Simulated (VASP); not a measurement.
Write the native input for VASP 6.6.1 that does the following.

| Item | Value |
| --- | --- |
| Task | single point |
| Functional | PBEsol |
| Potentials or basis | VASP PAW PBE potentials, release 64 (In_d, Se) |
| Cutoff | 520 eV |
| k mesh | 6 × 6 × 6 |
| Occupations | gaussian, width 0.01 eV |
| Spin | no spin polarisation |
| Dipole correction | no |
| Further INCAR settings | ALGO = Normal; EDIFF = 1e-06; NBANDS = 27 |

The structure of InSe lies in POSCAR:

```
InSe
1.0
    2.0645602309      1.1919748816      8.7124441745
   -2.0645602309      1.1919748816      8.7124441745
    0.0000000000     -2.3839487309      8.7124441745
In Se
2 2
Direct
    0.0000000000      0.0000000000      0.0000000000
    0.1114000000      0.1114000000      0.1114000000
    0.6165000000      0.6165000000      0.6165000000
    0.8281000000      0.8281000000      0.8281000000
```

These files were run (other wordings do the same):

INCAR

```
SYSTEM = InSe
PREC = Accurate
ENCUT = 520
EDIFF = 1E-6
ISMEAR = 0
SIGMA = 0.01
LREAL = .False.
LASPH = .True.
NELM = 100
ALGO = Normal
ISIF = 2
LWAVE = .False.
LCHARG = .False.
GGA = PS
NBANDS = 27
```

KPOINTS

```
Automatic mesh
0
Gamma
  6 6 6
  0 0 0
```

Potentials or basis: VASP PAW PBE potentials, release 64 (In_d, Se).

Run with:

```console
$ cat potpaw_PBE.64/In_d/POTCAR potpaw_PBE.64/Se/POTCAR > POTCAR
$ mpirun -np 1 vasp_std > vasp.out
```

It gave:

```
Pressure               : -3.7 GPa
Largest force          : 0.548 eV/Å
Band gap on the k mesh : 0.12 eV, direct
```

Caveat: the PAW data sets were made with another functional, which shifts forces and pressure a little; spin-orbit coupling is left out, which moves the levels of the heavy elements.

Wall time 5.8 min on 1 thread of AMD EPYC 9R45 96-Core Processor (Zen 5), with other jobs on the host, peak memory 0.65 GiB.
